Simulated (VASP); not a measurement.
Write the native input for VASP 6.6.1 that does the following.

```
Task                : molecular dynamics
Functional          : PBE
Potentials or basis : VASP PAW PBE potentials, release 64 (Ti_sv, Ni)
Cutoff              : 350 eV
k mesh              : 1 × 1 × 1, shifted
Occupations         : fermi-dirac, width 0.2396 eV
Spin                : no spin polarisation
Dipole correction   : no
```

The structure of Ti9Ni lies in POSCAR:

```
Ti9Ni
1.0
    7.3338560000     -0.1618810000      0.1227960000
   -0.1618810000      6.9367480000      0.0315590000
    0.1227960000      0.0315590000      7.0584070000
Ti Ni
18 2
Direct
    0.0339786693      0.2533249601      0.4750562142
    0.9379816854      0.0267552129      0.7882765826
    0.7320157411      0.1543541543      0.4899896994
    0.5430690096      0.5115772291      0.1262831311
    0.6886959695      0.8990442656      0.1084242418
    0.3117194626      0.0105943663      0.6957161731
    0.3346384153      0.8597102546      0.0296420160
    0.1747177656      0.5312852936      0.2841907584
    0.3591744220      0.2155447772      0.3409272130
    0.5055558748      0.8449694947      0.4221172829
    0.9299181026      0.2838803840      0.1199472605
    0.4478054598      0.4799114133      0.6172065759
    0.7898893122      0.5958571071      0.3874201695
    0.2334886759      0.3821962307      0.9090195529
    0.6628007290      0.7633989104      0.7602076028
    0.5822680284      0.1715930978      0.8389315803
    0.9524757575      0.6755515454      0.9942231692
    0.1041861007      0.9248424930      0.3791729078
    0.1256515926      0.7133568832      0.6866129418
    0.8265566694      0.4663019655      0.8166837882
```

These files were run (other wordings do the same):

INCAR

```
SYSTEM = Ti9Ni
PREC = Normal
ENCUT = 350
EDIFF = 1E-5
ISMEAR = -1
SIGMA = 0.2396
LREAL = Auto
LASPH = .TRUE.
NELM = 120
ALGO = Normal
ISIF = 2
LWAVE = .FALSE.
LCHARG = .TRUE.
GGA = PE
NBANDS = 134
ISYM = -1
IBRION = 0
NSW = 40
POTIM = 3.0
TEBEG = 2780.0
TEEND = 2780.0
NELMIN = 4
RANDOM_SEED = 85072 0 0
MDALGO = 3
LANGEVIN_GAMMA = 30 30
GGA_COMPAT = .FALSE.
MAXMIX = 40
```

KPOINTS

```
explicit points
1
Reciprocal
  0.25000000   0.25000000   0.25000000 1
```

Potentials or basis: VASP PAW PBE potentials, release 64 (Ti_sv, Ni).

Launch:

```console
$ cat potpaw_PBE.64/Ti_sv/POTCAR potpaw_PBE.64/Ni/POTCAR > POTCAR
$ mpirun -np 1 vasp_std > vasp.out
```

Wall time 14 min on 1 thread of AMD EPYC 9R45 96-Core Processor (Zen 5) (shared host), peak memory 0.21 GiB.
